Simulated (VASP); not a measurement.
# CoO (Fm-3m) in VASP: a series of runs

CoO is run at these levels: BLYP+U, LDA+U; tasks: single point.

Everything below comes from runs of VASP 6.6.1. Logs are shortened: lines on timing, memory, paths and dates and some standing lists are left out, and cuts for length are marked.

**1. The cell of the first run**

Symmetry: Fm-3m, No. 225, cubic system. The conventional cell has a = 4.440 Å, b = 4.440 Å, c = 4.440 Å, α = 90.00°, β = 90.00°, γ = 90.00°. Within 2.9 Å of Co (site symmetry m-3m) lie 6 O at 2.22 Å. O (site symmetry m-3m) has 6 Co at 2.22 Å within 2.9 Å.

**2. Single point, BLYP+U, collinear spin, ferromagnetic start (10.94 Å³/atom)**

INCAR reads:

```
SYSTEM = CoO
AGGAC = 1.0
AGGAX = 1.0
ALDAC = 0.0
ALDAX = 1.0
ALGO = Normal
EDIFF = 1E-6
ENCUT = 520
GGA = B5
ISIF = 2
ISMEAR = 0
ISPIN = 2
LASPH = .TRUE.
LCHARG = .FALSE.
LDAU = .TRUE.
LDAUJ = 0 0
LDAUL = 2 -1
LDAUPRINT = 1
LDAUTYPE = 2
LDAUU = 3.3 0
LMAXMIX = 4
LORBIT = 11
LREAL = .FALSE.
LWAVE = .FALSE.
MAGMOM = 2.89 0.25
NBANDS = 18
NELM = 150
PREC = Accurate
SIGMA = 0.05
```

KPOINTS reads:

```
k-points
0
G
  10 10 10
  0 0 0
```

POSCAR reads:

```
CoO
1.0
    0.0000000000      2.2201884149      2.2201884149
    2.2201884149      0.0000000000      2.2201884149
    2.2201884149      2.2201884149      0.0000000000
Co O
1 1
Direct
    0.0000000000      0.0000000000      0.0000000000
    0.5000000000      0.5000000000      0.5000000000
```

Potentials or basis: VASP PAW PBE potentials, release 64 (Co, O).

Launch:

```sh
cat potpaw_PBE.64/Co/POTCAR potpaw_PBE.64/O/POTCAR > POTCAR
mpirun -np 1 vasp_std > vasp.out
```

OUTCAR:

```text
SYSTEM = CoO
   EDIFF = 1E-6
   ENCUT = 520
   GGA = B5
   ISIF = 2
   ISMEAR = 0
   ISPIN = 2
   LASPH = .TRUE.
   LORBIT = 11
   LREAL = .FALSE.
   NELM = 150
   PREC = Accurate

 ion  position               nearest neighbor table
   1  0.000  0.000  0.000-   2 2.22   2 2.22   2 2.22   2 2.22   2 2.22   2 2.22
   2  0.500  0.500  0.500-   1 2.22   1 2.22   1 2.22   1 2.22   1 2.22   1 2.22

  LATTYP: Found a face centered cubic cell.
 ALAT       =     4.4403768298

  Lattice vectors:

 A1 = (   0.0000000000,   2.2201884149,   2.2201884149)
 A2 = (   2.2201884149,   0.0000000000,   2.2201884149)
 A3 = (   2.2201884149,   2.2201884149,   0.0000000000)

Analysis of symmetry for initial positions (statically):
=====================================================================
 Subroutine PRICEL returns:
 Original cell was already a primitive cell.

 Routine SETGRP: Setting up the symmetry group for a
 face centered cubic supercell.

 Subroutine GETGRP returns: Found 48 space group operations
 (whereof 48 operations were pure point group operations)
 out of a pool of 48 trial point group operations.

The static configuration has the point symmetry O_h .

Analysis of symmetry for dynamics (positions and initial velocities):
=====================================================================
 Subroutine PRICEL returns:
 Original cell was already a primitive cell.

 Routine SETGRP: Setting up the symmetry group for a
 face centered cubic supercell.

 Subroutine GETGRP returns: Found 48 space group operations
 (whereof 48 operations were pure point group operations)
 out of a pool of 48 trial point group operations.

The dynamic configuration has the point symmetry O_h .

Analysis of structural, dynamic, and magnetic symmetry:
=====================================================================
 Subroutine PRICEL returns:
 Original cell was already a primitive cell.

 Routine SETGRP: Setting up the symmetry group for a
 face centered cubic supercell.

 Subroutine GETGRP returns: Found 48 space group operations
 (whereof 48 operations were pure point group operations)
 out of a pool of 48 trial point group operations.

The overall configuration has the point symmetry O_h .

 Subroutine INISYM returns: Found 48 space group operations
 (whereof 48 operations are pure point group operations),
 and found     1 'primitive' translations

----------------------------------------------------------------------------------------

                                     Primitive cell

  volume of cell :      21.8877

  direct lattice vectors                    reciprocal lattice vectors
     0.000000000  2.220188415  2.220188415    -0.225206112  0.225206112  0.225206112
     2.220188415  0.000000000  2.220188415     0.225206112 -0.225206112  0.225206112
     2.220188415  2.220188415  0.000000000     0.225206112  0.225206112 -0.225206112

  length of vectors
     3.139820567  3.139820567  3.139820567     0.390068428  0.390068428  0.390068428

  position of ions in fractional coordinates (direct lattice)
     0.000000000  0.000000000  0.000000000
     0.500000000  0.500000000  0.500000000

  ion indices of the primitive-cell ions
   primitive index   ion index
                 1           1
                 2           2

----------------------------------------------------------------------------------------

 KPOINTS: k-points
[... 66 lines left out ...]
   ENCUT  =  520.0 eV  38.22 Ry    6.18 a.u.   5.84  5.84  5.84*2*pi/ulx,y,z
   NELM   =    150;   NELMIN=  2; NELMDL= -5     # of ELM steps
   EDIFF  = 0.1E-05   stopping-criterion for ELM
   LREAL  =      F    real-space projection
   EDIFFG = 0.1E-04   stopping-criterion for IOM
   NSW    =      0    number of steps for IOM
   IBRION =     -1    ionic relax: 0-MD 1-quasi-New 2-CG
   NFREE  =      0    steps in history (QN), initial steepest desc. (CG)
   ISIF   =      2    stress and relaxation
   ISYM   =      2    0-nonsym 1-usesym 2-fastsym
   POTIM  = 0.5000    time-step for ionic-motion
   TEBEG  =    0.0;   TEEND  =   0.0 temperature during run
   PSTRESS=    0.0 pullay stress
   NELECT =      15.0000    total number of electrons
   NUPDOWN=      -1.0000    fix difference up-down
   EMIN   =  10.00;   EMAX   =-10.00  energy-range for DOS
   EFERMI =   0.00;   METHOD = LEGACY
   ISMEAR =     0;   SIGMA  =   0.05  broadening in eV -4-tet -1-fermi 0-gaus
   EFERMI_NEDOS =   21; number of points for ismear=-14 and -15
   IALGO  =     38    algorithm
   IMIX   =      4    mixing-type and parameters
     AMIX     =   0.40;   BMIX     =  1.00
     AMIX_MAG =   1.60;   BMIX_MAG =  1.00
  volume/ion in A,a.u.               =      10.94        73.85
  Fermi-wavevector in a.u.,A,eV,Ry     =   1.443351  2.727539 28.344519  2.083263
  Thomas-Fermi vector in A             =   2.561769
   LORBIT       =     11    0 simple, 1 ext, 2 COOP (PROOUT), +10 PAW based schemes
 LDA+U is selected, type is set to LDAUTYPE =  2
   angular momentum for each species LDAUL =     2   -1
   U (eV)           for each species LDAUU =   3.3  0.0
   J (eV)           for each species LDAUJ =   0.0  0.0
   GGA     = B5    functional components
   LHFCALC =     F    Hartree Fock is set to
   AEXX    =    0.0000 exact exchange contribution
   IVDW    =     0    specifies the selected vdW correction
   LEPSILON=     F    determine dielectric tensor
   LRPA    =     F    only Hartree local field effects (RPA)
 spin polarized calculation
 Gauss-broadening in eV      SIGMA  =   0.05
  energy-cutoff  :      520.00
  volume of cell :       21.89
 maximum number of plane-waves:       609
   NGX = 11   NGY = 11   NGZ = 11

atom =   1  type =  1  l = 2

 onsite density matrix

spin component  1

  0.9674 -0.0000  0.0000  0.0000  0.0000
 -0.0000  0.9674 -0.0000  0.0000  0.0000
  0.0000 -0.0000  0.9994 -0.0000 -0.0000
  0.0000  0.0000 -0.0000  0.9674  0.0000
  0.0000  0.0000 -0.0000  0.0000  0.9994

spin component  2

  0.6611  0.0000 -0.0000 -0.0000  0.0000
  0.0000  0.6611  0.0000 -0.0000 -0.0000
 -0.0000  0.0000  0.1188 -0.0000 -0.0000
 -0.0000 -0.0000 -0.0000  0.6611  0.0000
  0.0000 -0.0000 -0.0000  0.0000  0.1188

 occupancies and eigenvectors

  o =  0.1188  v =  0.0000  0.0000  0.0000  0.0000  0.0000  0.0000 -0.0000  1.0000 -0.0000  0.0067      0.0000  0.0000  0.0000  0.0000  0.0000  0.0000  0.0000  0.0000  0.0000  0.0000
  o =  0.1188  v =  0.0000  0.0000  0.0000  0.0000  0.0000  0.0000 -0.0000 -0.0067 -0.0000  1.0000      0.0000  0.0000  0.0000  0.0000  0.0000  0.0000  0.0000  0.0000  0.0000  0.0000
  o =  0.6611  v =  0.0000  0.0000  0.0000  0.0000  0.0000  0.0000 -0.4208 -0.0000  0.9071  0.0000      0.0000  0.0000  0.0000  0.0000  0.0000  0.0000  0.0000  0.0000  0.0000  0.0000
  o =  0.6611  v =  0.0000  0.0000  0.0000  0.0000  0.0000  0.0000 -0.9071 -0.0000 -0.4208  0.0000      0.0000  0.0000  0.0000  0.0000  0.0000  0.0000  0.0000  0.0000  0.0000  0.0000
  o =  0.6611  v =  0.0000  0.0000  0.0000  0.0000  0.0000  1.0000  0.0000  0.0000  0.0000  0.0000      0.0000  0.0000  0.0000  0.0000  0.0000  0.0000  0.0000  0.0000  0.0000  0.0000
  o =  0.9674  v =  1.0000  0.0000  0.0000  0.0000  0.0000  0.0000  0.0000  0.0000  0.0000  0.0000      0.0000  0.0000  0.0000  0.0000  0.0000  0.0000  0.0000  0.0000  0.0000  0.0000
  o =  0.9674  v =  0.0000  0.4498  0.0000  0.8931 -0.0000  0.0000  0.0000  0.0000  0.0000  0.0000      0.0000  0.0000  0.0000  0.0000  0.0000  0.0000  0.0000  0.0000  0.0000  0.0000
  o =  0.9674  v =  0.0000 -0.8931 -0.0000  0.4498 -0.0000  0.0000  0.0000  0.0000  0.0000  0.0000      0.0000  0.0000  0.0000  0.0000  0.0000  0.0000  0.0000  0.0000  0.0000  0.0000
  o =  0.9994  v =  0.0000 -0.0000 -0.0109  0.0000  0.9999  0.0000  0.0000  0.0000  0.0000  0.0000      0.0000  0.0000  0.0000  0.0000  0.0000  0.0000  0.0000  0.0000  0.0000  0.0000
  o =  0.9994  v =  0.0000  0.0000 -0.9999 -0.0000 -0.0109  0.0000  0.0000  0.0000  0.0000  0.0000      0.0000  0.0000  0.0000  0.0000  0.0000  0.0000  0.0000  0.0000  0.0000  0.0000

 number of electron      14.9999995 magnetization       3.0001441

 Free energy of the ion-electron system (eV)
  ---------------------------------------------------
  ext. energy  EPLUGINS =         0.00000000
  ---------------------------------------------------
  free energy    TOTEN  =       -10.29006004 eV

  energy without entropy =      -10.28175553  energy(sigma->0) =      -10.28590778

 E-fermi :   5.9567     XC(G=0): -11.1444

 val. band max:        5.9497301204   @ k =  -0.4000   0.5000   0.1000
 cond. band min:       5.9567822647   @ k =   0.5000   0.4000   0.0000
 fundamental gap:      0.0070521443
 Fermi energy:         5.9567349577

 spin component 1

 k-point     1 :       0.0000    0.0000    0.0000
  band No.  band energies     occupation
      1     -12.3063      1.00000
      2       1.7039      1.00000
      3       1.7039      1.00000
      4       2.1344      1.00000
      5       2.1344      1.00000
      6       2.1345      1.00000
[... 1001 lines left out ...]
     17      34.9533      0.00000
     18      36.1661      0.00000

 [... further k-points ...]

------------------------ aborting loop because EDIFF is reached ----------------------------------------

  FORCE on cell =-STRESS in cart. coord.  units (eV):
  Direction    XX          YY          ZZ          XY          YZ          ZX
  --------------------------------------------------------------------------------------
  -------------------------------------------------------------------------------------
  Total       -1.6926409     -1.6926409     -1.6926409     -0.0000000     -0.0000000      0.0000000
  in kB     -123.9013190   -123.9013190   -123.9013190     -0.0000000     -0.0000000      0.0000000
  external PRESSURE =    -123.9013190 kB  Pullay stress =       0.0000000 kB

 VOLUME and BASIS-vectors are now :
 -----------------------------------------------------------------------------
  energy-cutoff  :      520.00
  volume of cell :       21.89
      direct lattice vectors                 reciprocal lattice vectors
     0.000000000  2.220188415  2.220188415    -0.225206112  0.225206112  0.225206112
     2.220188415  0.000000000  2.220188415     0.225206112 -0.225206112  0.225206112
     2.220188415  2.220188415  0.000000000     0.225206112  0.225206112 -0.225206112

 POSITION                                       TOTAL-FORCE (eV/Angst)
 -----------------------------------------------------------------------------------
      0.00000      0.00000      0.00000        -0.000000     -0.000000     -0.000000
      2.22019      2.22019      2.22019         0.000000      0.000000      0.000000
 -----------------------------------------------------------------------------------
    total drift:                                0.000000     -0.000000     -0.000000

  FREE ENERGIE OF THE ION-ELECTRON SYSTEM (eV)
  ---------------------------------------------------
  free  energy   TOTEN  =       -10.2900600422 eV

  energy  without entropy=      -10.2817555259  energy(sigma->0) =      -10.28590778

 total charge

# of ion       s       p       d       tot
------------------------------------------
    1        0.262   0.280   7.101   7.643
    2        1.546   3.403   0.000   4.949
--------------------------------------------------
tot          1.808   3.683   7.101  12.593

 magnetization (x)

# of ion       s       p       d       tot
------------------------------------------
    1        0.018   0.013   2.679   2.710
    2        0.021   0.244   0.000   0.264
--------------------------------------------------
tot          0.038   0.257   2.679   2.974
```

It took 63 s on 1 thread of Intel Xeon 8259CL, shared host; peak memory 0.17 GiB.

What came out:

```
Free energy                                           : -10.2901 eV
Pressure                                              : -12.4 GPa
Band gap on the k mesh                                : zero (filled and empty bands overlap)
Net moment                                            : 3.00 μB per cell
Site moments                                          : Co +2.71; O +0.26 μB
Valence electrons inside the program's atomic spheres : Co 7.64; O 4.95
```

Eigenvalues of the final occupation matrices:
| site | spin | trace | eigenvalues |
| --- | --- | --- | --- |
| site 1 d | 1 | 4.90 | 0.97 0.97 0.97 1.00 1.00 |
| site 1 d | 2 | 2.22 | 0.12 0.12 0.66 0.66 0.66 |

Caveat: the cell stands under tension; the PAW data sets were made with another functional, which shifts forces and pressure a little; a cell with one magnetic atom can't hold antiferromagnetic order, which such compounds often take.

**3. Single point, LDA+U, collinear spin, ferromagnetic start (8.87 Å³/atom)**

This run uses another cell than the first one, of 8.87 Å³/atom.

INCAR reads:

```
PREC     = Accurate       # precision mode
ENCUT    = 600            # plane-wave cutoff, eV
EDIFF    = 1E-6           # SCF threshold, eV
ISMEAR   = 0              # smearing method
SIGMA    = 0.05           # smearing width, eV
LREAL    = False          # projectors in reciprocal space
LASPH    = True           # aspherical terms in the spheres
NELM     = 200            # most SCF steps
ALGO     = Normal         # electronic algorithm
ISIF     = 2              # what is computed and relaxed
LWAVE    = False          # write WAVECAR
LCHARG   = False          # write CHGCAR
ISPIN    = 2              # spin polarisation
MAGMOM   = 2.79 0.31      # initial moments
LORBIT   = 11             # projections on sites
LMAXMIX  = 4              # l up to which the mixer works
LDAU     = True           # DFT+U
LDAUTYPE = 2            
LDAUL    = 2 -1           # shell
LDAUU    = 3.3 0          # U, eV
LDAUJ    = 0 0          
LDAUPRINT= 1            
GGA      = CA             # functional
NBANDS   = 22             # bands
GGA_COMPAT= False
```

KPOINTS reads:

```
Automatic mesh
0
Gamma
  10 10 10
```

POSCAR reads:

```
CoO
1.0
    0.0000000000      2.0700633910      2.0700633910
    2.0700633910      0.0000000000      2.0700633910
    2.0700633910      2.0700633910      0.0000000000
Co O
1 1
Direct
    0.0000000000      0.0000000000      0.0000000000
    0.5000000000      0.5000000000      0.5000000000
```

Potentials or basis: VASP PAW LDA potentials, release 64 (Co_sv, O).

Launch:

```sh
cat potpaw_LDA.64/Co_sv/POTCAR potpaw_LDA.64/O/POTCAR > POTCAR
mpirun -np 1 vasp_std > vasp.out
```

It took 34 s on 1 thread of AMD EPYC 7R13 (Zen 3), shared host; peak memory 0.12 GiB.

Results (log left out):

```
Free energy                                           : -12.6017 eV
Pressure                                              : -2.4 GPa
Band gap on the k mesh                                : zero (filled and empty bands overlap)
Net moment                                            : 3.00 μB per cell
Site moments                                          : Co +2.65; O +0.29 μB
Valence electrons inside the program's atomic spheres : Co 14.94; O 5.01
```

Levels at points of the mesh, in eV from the Fermi level:
Spin up:
| k point | band 10 | band 11 | band 12 | band 13 | band 14 | band 15 | band 16 | band 17 |
| --- | --- | --- | --- | --- | --- | --- | --- | --- |
| (0.00, 0.00, 0.00) | -4.31 | -3.10 | -3.10 | -3.10 | 1.78 | 17.12 | 18.38 | 18.38 |
| (0.50, 0.00, 0.00) | -3.51 | -2.65 | -0.06 | -0.06 | 5.38 | 10.32 | 14.00 | 14.00 |
| (0.50, 0.50, 0.00) | -4.11 | -3.32 | -3.20 | -3.20 | 6.52 | 10.55 | 11.69 | 16.79 |
Spin down:
```tsv
k point	band 7	band 8	band 9	band 10	band 11	band 12	band 13	band 14
(0.00, 0.00, 0.00)	-2.55	-2.55	-1.33	-1.33	-1.33	0.90	0.90	2.31
(0.50, 0.00, 0.00)	-4.75	-4.75	-0.13	-0.13	0.22	3.84	3.84	5.73
(0.50, 0.50, 0.00)	-3.95	-3.95	-2.64	0.12	0.12	1.48	2.15	7.30
```

Eigenvalues of the final occupation matrices:
```
    site  spin  trace               eigenvalues
site 1 d     1   4.68  0.92 0.92 0.92 0.96 0.96
site 1 d     2   2.05  0.13 0.13 0.60 0.60 0.60
```

Caveat: a cell with one magnetic atom can't hold antiferromagnetic order, which such compounds often take. The state reached can hang on the start; a lower one may exist.
